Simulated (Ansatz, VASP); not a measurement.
## Two plane-wave programs on TiAl6Ni5

```
Ti Al Ni
1.0
     4.08122    0.00000    0.00000
     0.00000    4.08122    0.00000
     0.00000    0.00000    9.25165
Ti Al Ni
1 6 5
Direct
  0.50000 0.50000 0.50000
  0.00000 0.50000 0.00000
  0.50000 0.00000 0.00000
  0.00000 0.50000 0.31371
  0.50000 0.00000 0.31371
  0.00000 0.50000 0.68629
  0.50000 0.00000 0.68629
  0.50000 0.50000 0.16057
  0.00000 0.00000 0.15303
  0.00000 0.00000 0.50000
  0.50000 0.50000 0.83943
  0.00000 0.00000 0.84697
```

Alike in both runs: functional PBE; k mesh 10 × 10 × 4; occupations gaussian, width 0.1 eV; no spin polarisation.

Ansatz relaxed the structure, and its values are those at the end. VASP's run is a single point on that final structure, the one shown.

```csv
,VASP,Ansatz
version,VASP 6.6.1,Ansatz 0.2.0
potentials or method,"VASP PAW PBE potentials, release 64 (Ti_sv, Al, Ni), cutoff 520 eV","scalar-relativistic, plane waves, PAW"
valence electrons in the cell,80,120
```

|  | VASP | Ansatz | Ansatz less VASP |
| --- | --- | --- | --- |
| gap on the k mesh at the Fermi level (eV) | none | none | - |
| pressure (GPa) | 0.0 | 0.0 | +0.01 |

A gap of «none» marks a metal or a gap that the smearing closes. With one functional, cell and mesh, what is left measures potentials, basis and numerics. VASP's potentials hold 80 valence electrons a cell and Ansatz's 120, so a difference there can come from the potentials and not from the codes.
